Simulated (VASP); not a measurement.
# B2P3 (R-3m) in VASP: relaxation of cell and atoms with PBE

Aim: the relaxation of cell and atoms of B2P3 with PBE.

Program: VASP 6.6.1. These are calculated values, not measurements. Logs are shortened: lines on timing, memory, paths and dates and some standing lists are left out, and cuts for length are marked.

**1. The cell of the first run**

The structure is trigonal, space group R-3m (No. 166). Conventional cell: a = 4.802 Å, b = 4.802 Å, c = 9.677 Å, α = 90.00°, β = 90.00°, γ = 120.00°. B (site symmetry -3m) has 6 P at 2.40 Å and 6 B at 3.21 Å within 3.3 Å. Within 2.8 Å of B (site symmetry -3m) lie 6 P at 2.13 Å. P (site symmetry 2/m) has 4 B at 2.13 to 2.40 Å and 4 P at 2.40 Å within 2.8 Å.

The cell was built from a structure type or drawn by symmetry, and may not be a known phase.

**2. Relaxation of cell and atoms, PBE**

The input, INCAR:

```
SYSTEM = B2P3
PREC = Accurate
ENCUT = 600
EDIFF = 1E-6
ISMEAR = 0
SIGMA = 0.1
LREAL = .FALSE.
LASPH = .TRUE.
NELM = 100
ALGO = Normal
ISIF = 3
LWAVE = .FALSE.
LCHARG = .FALSE.
GGA = PE
IBRION = 2
NSW = 100
EDIFFG = -0.01
```

The input, KPOINTS:

```
Automatic mesh
0
G
  12 12 12
  0 0 0
```

The input, POSCAR:

```
B2P3
1.0
    2.4007690840      1.3860846769      3.2256336774
   -2.4007690840      1.3860846769      3.2256336774
    0.0000000000     -2.7721693539      3.2256336774
B P
2 3
Direct
    0.5000000000      0.5000000000      0.5000000000
    0.0000000000      0.0000000000      0.0000000000
    0.0000000000      0.0000000000      0.5000000000
    0.5000000000      0.0000000000      0.0000000000
    0.0000000000      0.5000000000      0.0000000000
```

Potentials or basis: VASP PAW PBE potentials, release 64 (B, P).

Command:

```sh
cat potpaw_PBE.64/B/POTCAR potpaw_PBE.64/P/POTCAR > POTCAR
mpirun -np 1 vasp_std > vasp.out
```

OUTCAR:

```text
SYSTEM = B2P3
   PREC = Accurate
   ENCUT = 600
   EDIFF = 1E-6
   ISMEAR = 0
   LREAL = .FALSE.
   LASPH = .TRUE.
   NELM = 100
   ISIF = 3
   GGA = PE
   IBRION = 2
   NSW = 100
   EDIFFG = -0.01

 ion  position               nearest neighbor table
   1  0.500  0.500  0.500-   3 2.40   3 2.40   4 2.40   4 2.40   5 2.40   5 2.40
   2  0.000  0.000  0.000-   4 2.13   5 2.13   5 2.13   4 2.13   3 2.13   3 2.13
   3  0.000  0.000  0.500-   2 2.13   2 2.13   1 2.40   1 2.40   4 2.40   5 2.40   5 2.40   4 2.40

   4  0.500  0.000  0.000-   2 2.13   2 2.13   5 2.40   5 2.40   1 2.40   3 2.40   3 2.40   1 2.40

   5  0.000  0.500  0.000-   2 2.13   2 2.13   4 2.40   4 2.40   3 2.40   3 2.40   1 2.40   1 2.40

  LATTYP: Found a trigonal (rhomboedric) cell.
 ALAT       =     4.2531912192
 COS(alpha) =     0.3627630386

  Lattice vectors:

 A1 = (   2.4007690840,   1.3860846769,   3.2256336774)
 A2 = (  -2.4007690840,   1.3860846769,   3.2256336774)
 A3 = (   0.0000000000,  -2.7721693539,   3.2256336774)

Analysis of symmetry for initial positions (statically):
=====================================================================
 Subroutine PRICEL returns:
 Original cell was already a primitive cell.

 Routine SETGRP: Setting up the symmetry group for a
 trigonal (rhombohedral) supercell.

 Subroutine GETGRP returns: Found 12 space group operations
 (whereof 12 operations were pure point group operations)
 out of a pool of 12 trial point group operations.

The static configuration has the point symmetry D_3d.

Analysis of symmetry for dynamics (positions and initial velocities):
=====================================================================
 Subroutine PRICEL returns:
 Original cell was already a primitive cell.

 Routine SETGRP: Setting up the symmetry group for a
 trigonal (rhombohedral) supercell.

 Subroutine GETGRP returns: Found 12 space group operations
 (whereof 12 operations were pure point group operations)
 out of a pool of 12 trial point group operations.

The dynamic configuration has the point symmetry D_3d.

 Subroutine INISYM returns: Found 12 space group operations
 (whereof 12 operations are pure point group operations),
 and found     1 'primitive' translations

----------------------------------------------------------------------------------------

                                     Primitive cell

  volume of cell :      64.4031

  direct lattice vectors                    reciprocal lattice vectors
     2.400769084  1.386084677  3.225633677     0.208266594  0.120242774  0.103338868
    -2.400769084  1.386084677  3.225633677    -0.208266594  0.120242774  0.103338868
     0.000000000 -2.772169354  3.225633677     0.000000000 -0.240485548  0.103338868

  length of vectors
     4.253191219  4.253191219  4.253191219     0.261748392  0.261748392  0.261748392

  position of ions in fractional coordinates (direct lattice)
     0.500000000  0.500000000  0.500000000
     0.000000000  0.000000000  0.000000000
     0.000000000  0.000000000  0.500000000
     0.500000000  0.000000000  0.000000000
     0.000000000  0.500000000  0.000000000

  ion indices of the primitive-cell ions
   primitive index   ion index
                 1           1
                 2           2
                 3           3
                 4           4
                 5           5

----------------------------------------------------------------------------------------

 KPOINTS: Automatic mesh

Automatic generation of k-mesh.
 Grid dimensions read from file:
 generate k-points for:   12   12   12

 Generating k-lattice:

  Cartesian coordinates                     Fractional coordinates (reciprocal lattice)
     0.017355549  0.010020231  0.008611572     0.083333333  0.000000000  0.000000000
    -0.017355549  0.010020231  0.008611572     0.000000000  0.083333333  0.000000000
     0.000000000 -0.020040462  0.008611572     0.000000000  0.000000000  0.083333333

  Length of vectors
     0.021812366  0.021812366  0.021812366

  Shift w.r.t. Gamma in fractional coordinates (k-lattice)
     0.000000000  0.000000000  0.000000000

 Subroutine IBZKPT returns following result:
 ===========================================

 Found    189 irreducible k-points:

 Following reciprocal coordinates:
            Coordinates               Weight
  0.000000  0.000000  0.000000      1.000000
  0.083333 -0.000000 -0.000000      6.000000
  0.166667  0.000000 -0.000000      6.000000
  0.250000  0.000000  0.000000      6.000000
  0.333333  0.000000 -0.000000      6.000000
  0.416667 -0.000000 -0.000000      6.000000
[... 16 lines left out ...]
  0.500000  0.166667 -0.000000     12.000000
 -0.416667  0.166667  0.000000     12.000000
 [... further k-points ...]
   k-points           NKPTS =    189   k-points in BZ     NKDIM =    189   number of bands    NBANDS=     14
   number of dos      NEDOS =    301   number of ions     NIONS =      5
   total plane-waves  NPLWV =  46656
   dimension x,y,z NGX =    36 NGY =   36 NGZ =   36
   dimension x,y,z NGXF=    72 NGYF=   72 NGZF=   72
   ions per type =               2   3
   NGX,Y,Z   is equivalent  to a cutoff of  14.07, 14.07, 14.07 a.u.
   NGXF,Y,Z  is equivalent  to a cutoff of  28.14, 28.14, 28.14 a.u.
 SYSTEM =  B2P3
   PREC   = accura    normal or accurate (medium, high low for compatibility)
   ISTART =      0    job   : 0-new  1-cont  2-samecut
   ICHARG =      2    charge: 1-file 2-atom 10-const
   ISPIN  =      1    spin polarized calculation?
   LNONCOLLINEAR =      F non collinear calculations
   LSORBIT =      F    spin-orbit coupling
   LASPH  =      T    aspherical Exc in radial PAW
   ENCUT  =  600.0 eV  44.10 Ry    6.64 a.u.   8.49  8.49  8.49*2*pi/ulx,y,z
   NELM   =    100;   NELMIN=  2; NELMDL= -5     # of ELM steps
   EDIFF  = 0.1E-05   stopping-criterion for ELM
   LREAL  =      F    real-space projection
   EDIFFG = -.1E-01   stopping-criterion for IOM
   NSW    =    100    number of steps for IOM
   IBRION =      2    ionic relax: 0-MD 1-quasi-New 2-CG
   NFREE  =      1    steps in history (QN), initial steepest desc. (CG)
   ISIF   =      3    stress and relaxation
   ISYM   =      2    0-nonsym 1-usesym 2-fastsym
   POTIM  = 0.5000    time-step for ionic-motion
   TEBEG  =    0.0;   TEEND  =   0.0 temperature during run
   PSTRESS=    0.0 pullay stress
   NELECT =      21.0000    total number of electrons
   NUPDOWN=      -1.0000    fix difference up-down
   EMIN   =  10.00;   EMAX   =-10.00  energy-range for DOS
   EFERMI =   0.00;   METHOD = LEGACY
   ISMEAR =     0;   SIGMA  =   0.10  broadening in eV -4-tet -1-fermi 0-gaus
   EFERMI_NEDOS =   21; number of points for ismear=-14 and -15
   IALGO  =     38    algorithm
   IMIX   =      4    mixing-type and parameters
     AMIX     =   0.40;   BMIX     =  1.00
     AMIX_MAG =   1.60;   BMIX_MAG =  1.00
  volume/ion in A,a.u.               =      12.88        86.92
  Fermi-wavevector in a.u.,A,eV,Ry     =   1.126797  2.129338 17.274937  1.269672
  Thomas-Fermi vector in A             =   2.263481
   LORBIT       =      0    0 simple, 1 ext, 2 COOP (PROOUT), +10 PAW based schemes
   GGA     = PE    functional components
   LHFCALC =     F    Hartree Fock is set to
   AEXX    =    0.0000 exact exchange contribution
   IVDW    =     0    specifies the selected vdW correction
   LEPSILON=     F    determine dielectric tensor
   LRPA    =     F    only Hartree local field effects (RPA)
 conjugate gradient relaxation of ions
 non-spin polarized calculation
 Gauss-broadening in eV      SIGMA  =   0.10
  energy-cutoff  :      600.00
  volume of cell :       64.40
 maximum number of plane-waves:      2172
 NGX is ok and might be reduce to    36
   NGX = 17   NGY = 17   NGZ = 17

--------------------------------------- Ionic step        1  -------------------------------------------

 number of electron      21.0000000 magnetization

 Free energy of the ion-electron system (eV)
  ---------------------------------------------------
  ext. energy  EPLUGINS =         0.00000000
  ---------------------------------------------------
  free energy    TOTEN  =       -23.62672057 eV

  energy without entropy =      -23.61498586  energy(sigma->0) =      -23.62085322

------------------------ aborting loop because EDIFF is reached ----------------------------------------

  FORCE on cell =-STRESS in cart. coord.  units (eV):
  Direction    XX          YY          ZZ          XY          YZ          ZX
  --------------------------------------------------------------------------------------
  -------------------------------------------------------------------------------------
  Total        0.4405840      0.4405840     -0.6660780      0.0000000      0.0000000     -0.0000000
  in kB       10.9605623     10.9605623    -16.5702574      0.0000000      0.0000000     -0.0000000
  external PRESSURE =       1.7836224 kB  Pullay stress =       0.0000000 kB
[... 141 lines left out ...]
  energy  without entropy=      -23.6239680889  energy(sigma->0) =      -23.62997516

--------------------------------------- Ionic step        5  -------------------------------------------

 number of electron      21.0000000 magnetization

 Free energy of the ion-electron system (eV)
  ---------------------------------------------------
  ext. energy  EPLUGINS =         0.00000000
  ---------------------------------------------------
  free energy    TOTEN  =       -23.63598760 eV

  energy without entropy =      -23.62397472  energy(sigma->0) =      -23.62998116

 E-fermi :   7.7947     XC(G=0): -10.9087

 val. band max:        7.7927634273   @ k =  -0.2500  -0.4167   0.0833
 cond. band min:       7.8006767847   @ k =   0.3333   0.1667  -0.0000
 fundamental gap:      0.0079133573
 Fermi energy:         7.7947483800

 k-point     1 :       0.0000    0.0000    0.0000
  band No.  band energies     occupation
      1      -8.7951      2.00000
      2      -1.7074      2.00000
      3      -0.1619      2.00000
      4      -0.1619      2.00000
      5       0.7711      2.00000
      6       0.7711      2.00000
      7       2.0650      2.00000
      8       4.1154      2.00000
      9       4.8561      2.00000
     10       4.8561      2.00000
     11       5.7448      2.00000
     12       8.9560      0.00000
     13      11.3902      0.00000
     14      11.8405      0.00000
[... 375 lines left out ...]
 k-point    24 :      -0.4167    0.1667    0.0000
  band No.  band energies     occupation
      1      -7.2264      2.00000
      2      -5.6299      2.00000
      3      -2.6503      2.00000
      4       0.4866      2.00000
      5       1.4692      2.00000
      6       3.0839      2.00000
      7       3.6933      2.00000
      8       4.7414      2.00000
      9       4.7976      2.00000
     10       7.1334      2.00000
     11       7.7253      1.67430
     12       8.4609      0.00000
     13       9.1541      0.00000
     14      10.3950      0.00000

 [... further k-points ...]

------------------------ aborting loop because EDIFF is reached ----------------------------------------

  FORCE on cell =-STRESS in cart. coord.  units (eV):
  Direction    XX          YY          ZZ          XY          YZ          ZX
  --------------------------------------------------------------------------------------
  -------------------------------------------------------------------------------------
  Total        0.0370294      0.0370294     -0.0221987      0.0000000      0.0000000      0.0000000
  in kB        0.9239899      0.9239899     -0.5539199      0.0000000      0.0000000      0.0000000
  external PRESSURE =       0.4313533 kB  Pullay stress =       0.0000000 kB
[... 20 lines left out ...]
  FREE ENERGIE OF THE ION-ELECTRON SYSTEM (eV)
  ---------------------------------------------------
  free  energy   TOTEN  =       -23.6359875969 eV

  energy  without entropy=      -23.6239747221  energy(sigma->0) =      -23.62998116

 reached required accuracy - stopping structural energy minimisation
```

Run time: 11 min. Hardware: 1 thread of Intel Xeon 8259CL, shared host; peak memory 0.34 GiB.

What came out:

```
Free energy                           : -23.6360 eV
Relaxed volume                        : 12.84 Å³/atom
Relaxed cell                          : a = 4.224 Å, b = 4.224 Å, c = 4.224 Å, α = 69.85°, β = 69.85°, γ = 69.85°
Space group after relaxing (to 0.1 Å) : R-3m (No. 166)
Energy gained by relaxing             : 1.9 meV/atom
Ionic steps                           : 5
Pressure after relaxing               : 0.0 GPa
Band gap on the k mesh                : zero (an odd number of electrons rules out a gap without spin polarisation)
```

The path:
| step | energy change (eV) | largest force (eV/Å) | pressure (GPa) | volume (Å³) |
| --- | --- | --- | --- | --- |
| 1 | 0.0000 | 0.0000 | 0.18 | 64.40 |
| 2 | -0.0061 | 0.0000 | -0.20 | 64.53 |
| 3 | -0.0083 | 0.0000 | -0.57 | 64.66 |
| 4 | -0.0093 | 0.0000 | 0.09 | 64.17 |
| 5 | -0.0093 | 0.0000 | 0.04 | 64.21 |

Final structure:
```
B P
1.0
     2.41831    1.39621    3.16939
    -2.41831    1.39621    3.16939
     0.00000   -2.79242    3.16939
B P
2 3
Cartesian
  0.0000 0.0000 4.7541
  0.0000 0.0000 0.0000
  0.0000 -1.3962 1.5847
  1.2092 0.6981 1.5847
  -1.2092 0.6981 1.5847
```
